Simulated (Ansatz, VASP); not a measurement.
**SiRuCl in VASP and in Ansatz**

```
CELL_PARAMETERS angstrom
2.88624 0.00000 0.00000
0.00000 4.76809 0.00000
0.00000 0.00000 4.68338
ATOMIC_POSITIONS crystal
Si 0.50000 0.50000 0.00000
Ru 0.50000 0.50000 0.50000
Cl 0.00000 0.00000 0.00000
```

Change from the starting cell: species swapped into the TbCoC type (Pmmm, No. 47).

Alike in both runs: functional PBE; k mesh 6 × 6 × 6; occupations gaussian, width 0.1 eV; collinear spin.

Ansatz relaxed the structure, and its values are those at the end. VASP's run is a single point on that final structure, the one shown.

```csv
,VASP,Ansatz
version,VASP 6.6.1,Ansatz 0.2.0
potentials or method,"VASP PAW PBE potentials, release 64 (Si, Ru_pv, Cl), cutoff 520 eV","scalar-relativistic, plane waves, PAW"
valence electrons in the cell,25,27
```

```tsv
	VASP	Ansatz	Ansatz less VASP
gap on the k mesh at the Fermi level (eV)	none	none	-
pressure (GPa)	0.0	0.0	+0.04
net moment per atom (μB)	0.62	0.62	0.000
size of the moment on the site where the two differ most (μB)	1.64	1.39	-0.253
```

Site moments also hang on the region over which each program counts them. A gap of «none» marks a metal or a gap that the smearing closes. VASP's potentials hold 25 valence electrons a cell and Ansatz's 27, so a difference there can come from the potentials and not from the codes.

The k mesh is coarse, so the values compare programs but aren't converged.
